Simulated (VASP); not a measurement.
# P (I4/mmm) in VASP: relaxation of cell and atoms with PBE

Aim: the relaxation of cell and atoms of P with PBE.

All numbers are computed with VASP 6.6.1; they aren't measurements. Logs are shortened: lines on timing, memory, paths and dates and some standing lists are left out, and cuts for length are marked.

## 1. The cell of the first run

The structure is tetragonal, space group I4/mmm (No. 139). Conventional cell: a = 5.947 Å, b = 5.947 Å, c = 3.569 Å, α = 90.00°, β = 90.00°, γ = 90.00°. Within 2.8 Å of P (site symmetry m2m) lie 4 P at 2.13 to 2.15 Å.

The cell was generated, and may not be a known phase.

## 2. Relaxation of cell and atoms, PBE

INCAR reads:

```
SYSTEM = P
PREC = Accurate
ENCUT = 600
EDIFF = 1E-7
ISMEAR = 0
SIGMA = 0.1
LREAL = .FALSE.
LASPH = .TRUE.
NELM = 60
ALGO = Normal
ISIF = 3
LWAVE = .FALSE.
LCHARG = .FALSE.
GGA = PE
IBRION = 2
NSW = 90
EDIFFG = -0.04
```

KPOINTS reads:

```
Automatic mesh
0
G
  6 6 6
  0 0 0
```

POSCAR reads:

```
P
1.0
   -2.9732939800      2.9732939800      1.7845034400
    2.9732939800     -2.9732939800      1.7845034400
    2.9732939800      2.9732939800     -1.7845034400
P
4
Direct
    0.6804985700      0.6804985700      0.3609971300
    0.3195014300      0.3195014300      0.6390028700
    0.3195014300      0.6804985700      0.0000000000
    0.6804985700      0.3195014300      0.0000000000
```

Potentials or basis: VASP PAW PBE potentials, release 64 (P).

Launch:

```console
> cat potpaw_PBE.64/P/POTCAR > POTCAR
> mpirun -np 1 vasp_std > vasp.out
```

OUTCAR:

```text
SYSTEM = P
   PREC = Accurate
   ENCUT = 600
   EDIFF = 1E-7
   ISMEAR = 0
   LREAL = .FALSE.
   LASPH = .TRUE.
   NELM = 60
   ISIF = 3
   GGA = PE
   IBRION = 2
   NSW = 90
   EDIFFG = -0.04

 ion  position               nearest neighbor table
   1  0.680  0.680  0.361-   2 2.13   2 2.13   3 2.15   4 2.15
   2  0.320  0.320  0.639-   1 2.13   1 2.13   4 2.15   3 2.15
   3  0.320  0.680  0.000-   4 2.13   4 2.13   2 2.15   1 2.15
   4  0.680  0.320  0.000-   3 2.13   3 2.13   2 2.15   1 2.15

  LATTYP: Found a body centered tetragonal cell.
 ALAT       =     5.9465879600
 C/A-ratio  =     0.6001772620

  Lattice vectors:

 A1 = (  -2.9732939800,   2.9732939800,   1.7845034400)
 A2 = (   2.9732939800,  -2.9732939800,   1.7845034400)
 A3 = (   2.9732939800,   2.9732939800,  -1.7845034400)

Analysis of symmetry for initial positions (statically):
=====================================================================
 Subroutine PRICEL returns:
 Original cell was already a primitive cell.

 Routine SETGRP: Setting up the symmetry group for a
 body centered tetragonal supercell.

 Subroutine GETGRP returns: Found 16 space group operations
 (whereof 16 operations were pure point group operations)
 out of a pool of 16 trial point group operations.

The static configuration has the point symmetry D_4h.

Analysis of symmetry for dynamics (positions and initial velocities):
=====================================================================
 Subroutine PRICEL returns:
 Original cell was already a primitive cell.

 Routine SETGRP: Setting up the symmetry group for a
 body centered tetragonal supercell.

 Subroutine GETGRP returns: Found 16 space group operations
 (whereof 16 operations were pure point group operations)
 out of a pool of 16 trial point group operations.

The dynamic configuration has the point symmetry D_4h.

 Subroutine INISYM returns: Found 16 space group operations
 (whereof 16 operations are pure point group operations),
 and found     1 'primitive' translations

----------------------------------------------------------------------------------------

                                     Primitive cell

  volume of cell :      63.1034

[... 86 lines left out ...]
   ISPIN  =      1    spin polarized calculation?
   LNONCOLLINEAR =      F non collinear calculations
   LSORBIT =      F    spin-orbit coupling
   LASPH  =      T    aspherical Exc in radial PAW
   ENCUT  =  600.0 eV  44.10 Ry    6.64 a.u.   9.12  9.12  9.12*2*pi/ulx,y,z
   NELM   =     60;   NELMIN=  2; NELMDL= -5     # of ELM steps
   EDIFF  = 0.1E-06   stopping-criterion for ELM
   LREAL  =      F    real-space projection
   EDIFFG = -.4E-01   stopping-criterion for IOM
   NSW    =     90    number of steps for IOM
   IBRION =      2    ionic relax: 0-MD 1-quasi-New 2-CG
   NFREE  =      1    steps in history (QN), initial steepest desc. (CG)
   ISIF   =      3    stress and relaxation
   ISYM   =      2    0-nonsym 1-usesym 2-fastsym
   POTIM  = 0.5000    time-step for ionic-motion
   TEBEG  =    0.0;   TEEND  =   0.0 temperature during run
   PSTRESS=    0.0 pullay stress
   NELECT =      20.0000    total number of electrons
   NUPDOWN=      -1.0000    fix difference up-down
   EMIN   =  10.00;   EMAX   =-10.00  energy-range for DOS
   EFERMI =   0.00;   METHOD = LEGACY
   ISMEAR =     0;   SIGMA  =   0.10  broadening in eV -4-tet -1-fermi 0-gaus
   EFERMI_NEDOS =   21; number of points for ismear=-14 and -15
   IALGO  =     38    algorithm
   IMIX   =      4    mixing-type and parameters
     AMIX     =   0.40;   BMIX     =  1.00
     AMIX_MAG =   1.60;   BMIX_MAG =  1.00
  volume/ion in A,a.u.               =      15.78       106.46
  Fermi-wavevector in a.u.,A,eV,Ry     =   1.116179  2.109272 16.950890  1.245855
  Thomas-Fermi vector in A             =   2.252790
   LORBIT       =      0    0 simple, 1 ext, 2 COOP (PROOUT), +10 PAW based schemes
   GGA     = PE    functional components
   LHFCALC =     F    Hartree Fock is set to
   AEXX    =    0.0000 exact exchange contribution
   IVDW    =     0    specifies the selected vdW correction
   LEPSILON=     F    determine dielectric tensor
   LRPA    =     F    only Hartree local field effects (RPA)
 conjugate gradient relaxation of ions
 non-spin polarized calculation
 Gauss-broadening in eV      SIGMA  =   0.10
  energy-cutoff  :      600.00
  volume of cell :       63.10
 maximum number of plane-waves:      2123
   NGX = 19   NGY = 19   NGZ = 19

--------------------------------------- Ionic step        1  -------------------------------------------

 number of electron      19.9999998 magnetization

 Free energy of the ion-electron system (eV)
  ---------------------------------------------------
  ext. energy  EPLUGINS =         0.00000000
  ---------------------------------------------------
  free energy    TOTEN  =       -18.11922477 eV

  energy without entropy =      -18.10145489  energy(sigma->0) =      -18.11033983

------------------------ aborting loop because EDIFF is reached ----------------------------------------

  FORCE on cell =-STRESS in cart. coord.  units (eV):
  Direction    XX          YY          ZZ          XY          YZ          ZX
  --------------------------------------------------------------------------------------
  -------------------------------------------------------------------------------------
  Total        7.2602592      7.2602592      9.8787742      0.0000000     -0.0000000      0.0000000
  in kB      184.3357724    184.3357724    250.8190732      0.0000000     -0.0000000      0.0000000
  external PRESSURE =     206.4968727 kB  Pullay stress =       0.0000000 kB
[... 1337 lines left out ...]
      3      -0.7305      2.00000
      4       2.6431      2.00000
      5       2.8988      2.00000
      6       3.4994      2.00000
      7       5.4696      2.00000
      8       7.0172      2.00000
      9       7.4435      2.00000
     10      10.4572      0.03587
     11      10.9595      0.00000
     12      13.0314      0.00000
     13      13.9866      0.00000
     14      14.6600      0.00000

 [... further k-points ...]

[... ionic steps 4 to 31 ...]

--------------------------------------- Ionic step       32  -------------------------------------------

 number of electron      19.9999999 magnetization

------------------------ aborting loop because EDIFF is reached ----------------------------------------
[... 71 lines left out ...]
--------------------------------------- Ionic step       34  -------------------------------------------

 number of electron      20.0000000 magnetization

 Free energy of the ion-electron system (eV)
  ---------------------------------------------------
  ext. energy  EPLUGINS =         0.00000000
  ---------------------------------------------------
  free energy    TOTEN  =       -21.02855268 eV

  energy without entropy =      -21.01896268  energy(sigma->0) =      -21.02375768

 E-fermi :   9.7933     XC(G=0): -11.2850

 val. band max:        9.7909068484   @ k =  -0.1667  -0.1667   0.1667
 cond. band min:       9.7964392081   @ k =   0.5000   0.1667  -0.0000
 fundamental gap:      0.0055323597
 Fermi energy:         9.7932815406
[... 439 lines left out ...]
  FREE ENERGIE OF THE ION-ELECTRON SYSTEM (eV)
  ---------------------------------------------------
  free  energy   TOTEN  =       -21.0285526843 eV

  energy  without entropy=      -21.0189626751  energy(sigma->0) =      -21.02375768

 reached required accuracy - stopping structural energy minimisation
```

OSZICAR:

```text
N       E                     dE             d eps       ncg     rms          rms(c)
DAV:   1     0.853405463574E+02    0.85341E+02   -0.98763E+03   840   0.141E+03
DAV:   2    -0.130820375445E+02   -0.98423E+02   -0.96006E+02  1144   0.213E+02
DAV:   3    -0.183202098381E+02   -0.52382E+01   -0.51867E+01  1134   0.489E+01
[... 370 lines left out ...]
DAV:   4    -0.210285532668E+02    0.68908E-04   -0.27211E-04  1080   0.106E-01    0.139E-02
DAV:   5    -0.210285531889E+02    0.77877E-07   -0.25661E-05   984   0.348E-02    0.111E-02
DAV:   6    -0.210285530942E+02    0.94751E-07   -0.10386E-06  1074   0.744E-03    0.469E-03
DAV:   7    -0.210285527125E+02    0.38172E-06   -0.30733E-07   766   0.389E-03    0.739E-04
DAV:   8    -0.210285526843E+02    0.28128E-07   -0.39858E-08   516   0.141E-03
  34 F= -.21028553E+02 E0= -.21023758E+02  d E =-.279932E-02
```

Wall time 13 min (1 thread of Oxide Virtual Turin-like, shared host); peak memory 0.18 GiB.

What came out:

```yaml
Free_energy: -21.0286 eV
Relaxed_volume: 14.55 Å³/atom
Relaxed_cell: a = 4.229 Å, b = 4.229 Å, c = 4.229 Å, α = 108.75°, β = 108.75°, γ = 110.92°
Space_group_after_relaxing_to_0.1_Å: Pm-3m (No. 221)
Pressure_after_relaxing: -0.2 GPa
Largest_force_after_relaxing: 0.006 eV/Å
Band_gap_on_the_k_mesh: zero (bands 10 and 11 overlap by 2.77 eV)
```

Forces in eV/Å, atoms in the order of the input:
```
P   -0.005 -0.005  0.000
P    0.005  0.005  0.000
P   -0.005  0.005  0.000
P    0.005 -0.005  0.000
```

Final structure:
```xyz
4
Lattice="-2.4630 2.4630 2.3978 2.4630 -2.4630 2.3978 2.4630 2.4630 -2.3978" Properties=species:S:1:pos:R:3 pbc="T T T"
P     1.2327    1.2327    2.3978
P     1.2303    1.2303    0.0000
P     1.2327   -1.2327    2.3978
P    -1.2327    1.2327    2.3978
```
